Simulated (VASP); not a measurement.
# PtSe2 (Sudovikovite) (P-3m1) in VASP: density of states with PBE+D3(BJ)

Aim: the density of states of PtSe2 (Sudovikovite) with PBE+D3(BJ).

All numbers are computed with VASP 6.6.1; they aren't measurements. Logs are shortened: lines on timing, memory, paths and dates and some standing lists are left out, and cuts for length are marked.

**1. The cell of the first run**

The structure is trigonal, space group P-3m1 (No. 164). The conventional cell has a = 3.771 Å, b = 3.771 Å, c = 4.823 Å, α = 90.00°, β = 90.00°, γ = 120.00°. Pt (site symmetry -3m) has 6 Se at 2.53 Å within 3.3 Å. Se (site symmetry 3m) has 3 Pt at 2.53 Å and 3 Se at 3.14 Å within 3.3 Å.

**2. Density of states, PBE+D3(BJ)**

The input, POSCAR:

```
PtSe2
1.0
    3.7714571397      0.0000000000      0.0000000000
   -1.8857285698      3.2661776923      0.0000000000
    0.0000000000      0.0000000000      4.8233068483
Pt Se
1 2
Direct
    0.0000000000      0.0000000000      0.0000000000
    0.3333333333      0.6666666667      0.2654558733
    0.6666666667      0.3333333333      0.7345441267
```

The input, INCAR.step1:

```
SYSTEM = PtSe2
PREC = Accurate ; ENCUT = 520
EDIFF = 1E-6 ; ISMEAR = 0
SIGMA = 0.1 ; LREAL = .False.
LASPH = .True. ; NELM = 100
ALGO = Normal ; ISIF = 2
LWAVE = .False. ; LCHARG = .True.
LMAXMIX = 4 ; GGA = PE
IVDW = 12 ; NBANDS = 18
```

The input, KPOINTS.step1:

```
Automatic mesh
0
Gamma
  15 15 10
  0 0 0
```

The input, INCAR.step2:

```
SYSTEM = PtSe2
PREC = Accurate ; ENCUT = 520
EDIFF = 1E-6 ; ISMEAR = -5
SIGMA = 0.1 ; LREAL = .False.
LASPH = .True. ; NELM = 100
ALGO = Normal ; ISIF = 2
LWAVE = .False. ; LCHARG = .False.
LMAXMIX = 4 ; GGA = PE
IVDW = 12 ; LORBIT = 11
NBANDS = 18 ; NEDOS = 1001
ICHARG = 11
```

The input, KPOINTS.step2:

```
Automatic mesh
0
Gamma
  23 23 15
  0 0 0
```

Potentials or basis: VASP PAW PBE potentials, release 64 (Pt, Se).

Command:

```bash
$ cat potpaw_PBE.64/Pt/POTCAR potpaw_PBE.64/Se/POTCAR > POTCAR
$ cp INCAR.step1 INCAR
$ cp KPOINTS.step1 KPOINTS
$ mpirun -np 1 vasp_std > vasp.out
$ cp INCAR.step2 INCAR
$ cp KPOINTS.step2 KPOINTS
$ mpirun -np 1 vasp_std > vasp.out
```

OUTCAR:

```text
SYSTEM = PtSe2
   PREC = Accurate
   ENCUT = 520
   EDIFF = 1E-6
   ISMEAR = -5
   LREAL = .False.
   LASPH = .True.
   NELM = 100
   ISIF = 2
   GGA = PE
   IVDW = 12
   LORBIT = 11
   ICHARG = 11
 IVDW          = 12

 ion  position               nearest neighbor table
   1  0.000  0.000  0.000-   2 2.53   3 2.53   3 2.53   2 2.53   3 2.53   2 2.53
   2  0.333  0.667  0.265-   1 2.53   1 2.53   1 2.53
   3  0.667  0.333  0.735-   1 2.53   1 2.53   1 2.53

  LATTYP: Found a hexagonal cell.
 ALAT       =     3.7714571397
 C/A-ratio  =     1.2788974313

  Lattice vectors:

 A1 = (   3.7714571397,   0.0000000000,   0.0000000000)
 A2 = (  -1.8857285698,   3.2661776923,   0.0000000000)
 A3 = (   0.0000000000,   0.0000000000,   4.8233068483)

Analysis of symmetry for initial positions (statically):
=====================================================================
 Subroutine PRICEL returns:
 Original cell was already a primitive cell.

 Routine SETGRP: Setting up the symmetry group for a
 hexagonal supercell.

 Subroutine GETGRP returns: Found 12 space group operations
 (whereof 12 operations were pure point group operations)
 out of a pool of 24 trial point group operations.

The static configuration has the point symmetry D_3d.

Analysis of symmetry for dynamics (positions and initial velocities):
=====================================================================
 Subroutine PRICEL returns:
 Original cell was already a primitive cell.

 Routine SETGRP: Setting up the symmetry group for a
 hexagonal supercell.

 Subroutine GETGRP returns: Found 12 space group operations
 (whereof 12 operations were pure point group operations)
 out of a pool of 24 trial point group operations.

The dynamic configuration has the point symmetry D_3d.

 Subroutine INISYM returns: Found 12 space group operations
 (whereof 12 operations are pure point group operations),
 and found     1 'primitive' translations

----------------------------------------------------------------------------------------

                                     Primitive cell

  volume of cell :      59.4147

  direct lattice vectors                    reciprocal lattice vectors
     3.771457140  0.000000000  0.000000000     0.265149507  0.153084139  0.000000000
    -1.885728570  3.266177692  0.000000000     0.000000000  0.306168278  0.000000000
     0.000000000  0.000000000  4.823306848     0.000000000  0.000000000  0.207326639

  length of vectors
     3.771457140  3.771457140  4.823306848     0.306168278  0.306168278  0.207326639

  position of ions in fractional coordinates (direct lattice)
     0.000000000  0.000000000  0.000000000
     0.333333333  0.666666667  0.265455873
     0.666666667  0.333333333  0.734544127

  ion indices of the primitive-cell ions
   primitive index   ion index
                 1           1
                 2           2
                 3           3

----------------------------------------------------------------------------------------

 KPOINTS: Automatic mesh

Automatic generation of k-mesh.
 Grid dimensions read from file:
 generate k-points for:   23   23   15

 Generating k-lattice:

  Cartesian coordinates                     Fractional coordinates (reciprocal lattice)
     0.011528239  0.006655832  0.000000000     0.043478261  0.000000000  0.000000000
     0.000000000  0.013311664  0.000000000     0.000000000  0.043478261  0.000000000
     0.000000000  0.000000000  0.013821776     0.000000000  0.000000000  0.066666667

  Length of vectors
     0.013311664  0.013311664  0.013821776

  Shift w.r.t. Gamma in fractional coordinates (k-lattice)
     0.000000000  0.000000000  0.000000000

 TETIRR: Found  11791 inequivalent tetrahedra from    47610

 Subroutine IBZKPT returns following result:
 ===========================================

 Found    756 irreducible k-points:

 Following reciprocal coordinates:
            Coordinates               Weight
  0.000000  0.000000  0.000000      1.000000
  0.043478  0.000000  0.000000      6.000000
  0.086957  0.000000  0.000000      6.000000
  0.130435 -0.000000  0.000000      6.000000
  0.173913 -0.000000  0.000000      6.000000
  0.217391  0.000000  0.000000      6.000000
[... 16 lines left out ...]
  0.478261  0.043478  0.000000      6.000000
  0.086957  0.086957  0.000000      6.000000
 [... further k-points ...]
   k-points           NKPTS =    756   k-points in BZ     NKDIM =    756   number of bands    NBANDS=     18
   number of dos      NEDOS =   1001   number of ions     NIONS =      3
   total plane-waves  NPLWV =  28224
   dimension x,y,z NGX =    28 NGY =   28 NGZ =   36
   dimension x,y,z NGXF=    56 NGYF=   56 NGZF=   72
   ions per type =               1   2
   NGX,Y,Z   is equivalent  to a cutoff of  12.34, 12.34, 12.41 a.u.
   NGXF,Y,Z  is equivalent  to a cutoff of  24.68, 24.68, 24.82 a.u.
 SYSTEM =  PtSe2
   PREC   = accura    normal or accurate (medium, high low for compatibility)
   ISTART =      0    job   : 0-new  1-cont  2-samecut
   ICHARG =     11    charge: 1-file 2-atom 10-const
   ISPIN  =      1    spin polarized calculation?
   LNONCOLLINEAR =      F non collinear calculations
   LSORBIT =      F    spin-orbit coupling
   LASPH  =      T    aspherical Exc in radial PAW
   ENCUT  =  520.0 eV  38.22 Ry    6.18 a.u.   7.01  7.01  8.97*2*pi/ulx,y,z
   NELM   =    100;   NELMIN=  2; NELMDL=  0     # of ELM steps
   EDIFF  = 0.1E-05   stopping-criterion for ELM
   LREAL  =      F    real-space projection
   EDIFFG = 0.1E-04   stopping-criterion for IOM
   NSW    =      0    number of steps for IOM
   IBRION =     -1    ionic relax: 0-MD 1-quasi-New 2-CG
   NFREE  =      0    steps in history (QN), initial steepest desc. (CG)
   ISIF   =      2    stress and relaxation
   ISYM   =      2    0-nonsym 1-usesym 2-fastsym
   POTIM  = 0.5000    time-step for ionic-motion
   TEBEG  =    0.0;   TEEND  =   0.0 temperature during run
   PSTRESS=    0.0 pullay stress
   NELECT =      22.0000    total number of electrons
   NUPDOWN=      -1.0000    fix difference up-down
   EMIN   =  10.00;   EMAX   =-10.00  energy-range for DOS
   EFERMI =   0.00;   METHOD = LEGACY
   ISMEAR =    -5;   SIGMA  =   0.10  broadening in eV -4-tet -1-fermi 0-gaus
   EFERMI_NEDOS =   21; number of points for ismear=-14 and -15
   IALGO  =     38    algorithm
   IMIX   =      4    mixing-type and parameters
     AMIX     =   0.40;   BMIX     =  1.00
     AMIX_MAG =   1.60;   BMIX_MAG =  1.00
  volume/ion in A,a.u.               =      19.80       133.65
  Fermi-wavevector in a.u.,A,eV,Ry     =   1.175577  2.221519 18.802998  1.381981
  Thomas-Fermi vector in A             =   2.311955
   LORBIT       =     11    0 simple, 1 ext, 2 COOP (PROOUT), +10 PAW based schemes
   GGA     = PE    functional components
   LHFCALC =     F    Hartree Fock is set to
   AEXX    =    0.0000 exact exchange contribution
   IVDW    =    12    specifies the selected vdW correction
   LEPSILON=     F    determine dielectric tensor
   LRPA    =     F    only Hartree local field effects (RPA)
 non-spin polarized calculation
 Fermi weights with tetrahedron method with Bloechl corrections
  energy-cutoff  :      520.00
  volume of cell :       59.41
 maximum number of plane-waves:      1622

 number of electron      21.9999997 magnetization

 Free energy of the ion-electron system (eV)
  ---------------------------------------------------
  ext. energy  EPLUGINS =         0.00000000
  ---------------------------------------------------
  free energy    TOTEN  =       -14.19609983 eV

  energy without entropy =      -14.19609983  energy(sigma->0) =      -14.19609983

 E-fermi :   6.7375     XC(G=0): -10.8226

 val. band max:        6.7712091893   @ k =   0.0000   0.2174   0.2667
 cond. band min:       6.6945592459   @ k =  -0.1739   0.4783   0.1333
 fundamental gap:     -0.0766499434
 Fermi energy:         6.7375329033

 k-point     1 :       0.0000    0.0000    0.0000
  band No.  band energies     occupation
      1      -8.9553      2.00000
      2      -5.8599      2.00000
      3      -0.4033      2.00000
      4       0.4844      2.00000
      5       0.4844      2.00000
      6       2.9213      2.00000
[... 10 lines left out ...]
     17      13.9841      0.00000
     18      18.4789      0.00000

 k-point     2 :       0.0435    0.0000    0.0000
  band No.  band energies     occupation
      1      -8.9349      2.00000
      2      -5.8721      2.00000
      3      -0.3775      2.00000
      4       0.4979      2.00000
      5       0.5047      2.00000
      6       2.8956      2.00000
[... 10 lines left out ...]
     17      14.0474      0.00000
     18      18.0607      0.00000

 k-point     3 :       0.0870    0.0000    0.0000
  band No.  band energies     occupation
      1      -8.8739      2.00000
      2      -5.9081      2.00000
      3      -0.3010      2.00000
      4       0.5377      2.00000
      5       0.5650      2.00000
      6       2.8115      2.00000
[... 10 lines left out ...]
     17      14.2292      0.00000
     18      17.2072      0.00000

 k-point     4 :       0.1304   -0.0000    0.0000
  band No.  band energies     occupation
      1      -8.7741      2.00000
      2      -5.9654      2.00000
      3      -0.1763      2.00000
      4       0.6018      2.00000
      5       0.6625      2.00000
      6       2.6456      2.00000
[... 375 lines left out ...]
      4       1.1709      2.00000
      5       1.5443      2.00000
      6       2.5918      2.00000
[... 10 lines left out ...]
     17      14.3857      0.00000
     18      17.2348      0.00000

 k-point    23 :       0.4783    0.0435    0.0000
  band No.  band energies     occupation
      1      -7.1731      2.00000
      2      -6.8997      2.00000
      3      -0.3838      2.00000
      4       1.1833      2.00000
      5       1.5957      2.00000
      6       2.7636      2.00000
[... 10 lines left out ...]
     17      14.3568      0.00000
     18      17.8286      0.00000

 k-point    24 :       0.0870    0.0870    0.0000
  band No.  band energies     occupation
      1      -8.7153      2.00000
      2      -5.9981      2.00000
      3      -0.1039      2.00000
      4       0.6423      2.00000
      5       0.7156      2.00000
      6       2.6391      2.00000
[... 10 lines left out ...]
     17      14.7410      0.00000
     18      16.0040      0.00000

 [... further k-points ...]

------------------------ aborting loop because EDIFF is reached ----------------------------------------

 Edisp (eV)   -1.46989

 E8    (eV) :    -0.6315

  FORCE on cell =-STRESS in cart. coord.  units (eV):
  Direction    XX          YY          ZZ          XY          YZ          ZX
  --------------------------------------------------------------------------------------
  -------------------------------------------------------------------------------------
  Total      -0.05538    -0.05538    -0.09053    -0.00000     0.00000     0.00000
  in kB      -1.49334    -1.49334    -2.44114    -0.00000     0.00000     0.00000
  external pressure =       -1.81 kB  Pullay stress =        0.00 kB

 VOLUME and BASIS-vectors are now :
 -----------------------------------------------------------------------------
  energy-cutoff  :      520.00
  volume of cell :       59.41
      direct lattice vectors                 reciprocal lattice vectors
     3.771457140  0.000000000  0.000000000     0.265149507  0.153084139  0.000000000
    -1.885728570  3.266177692  0.000000000     0.000000000  0.306168278  0.000000000
     0.000000000  0.000000000  4.823306848     0.000000000  0.000000000  0.207326639

 POSITION                                       TOTAL-FORCE (eV/Angst)
 -----------------------------------------------------------------------------------
      0.00000      0.00000      0.00000         0.000000      0.000000      0.000000
     -0.00000      2.17745      1.28038        -0.000000      0.000000     -0.000301
      1.88573      1.08873      3.54293         0.000000     -0.000000      0.000301
 -----------------------------------------------------------------------------------
    total drift:                                0.000000      0.000000     -0.000000

  FREE ENERGIE OF THE ION-ELECTRON SYSTEM (eV)
  ---------------------------------------------------
  free  energy   TOTEN  =       -15.6659855448 eV

  energy  without entropy=      -15.6659855448  energy(sigma->0) =      -15.66598554

 total charge

# of ion       s       p       d       tot
------------------------------------------
    1        0.673   0.672   8.024   9.369
    2        1.488   2.218   0.070   3.776
    3        1.488   2.218   0.070   3.776
--------------------------------------------------
tot          3.650   5.107   8.164  16.922
```

Run time: 6 min. Hardware: 1 thread of Intel Xeon Platinum 8488C (Sapphire Rapids), shared host; peak memory 0.84 GiB.

Results:

```
Valence electrons inside the program's atomic spheres : Pt 9.37; Se 3.78
Dispersion energy per atom                            : -0.490 eV
```

Levels at points of the mesh, in eV from the Fermi level:
```tsv
k point	band 8	band 9	band 10	band 11	band 12	band 13	band 14	band 15
(0.00, 0.00, 0.00)	-2.50	-1.03	-1.03	0.76	1.04	1.04	3.33	4.08
```

Caveat: spin-orbit coupling is left out, which moves the levels of the heavy elements; pairwise dispersion overbinds metals, which lowers pressure and volume; tetrahedron occupations give inexact forces and stress in metals.
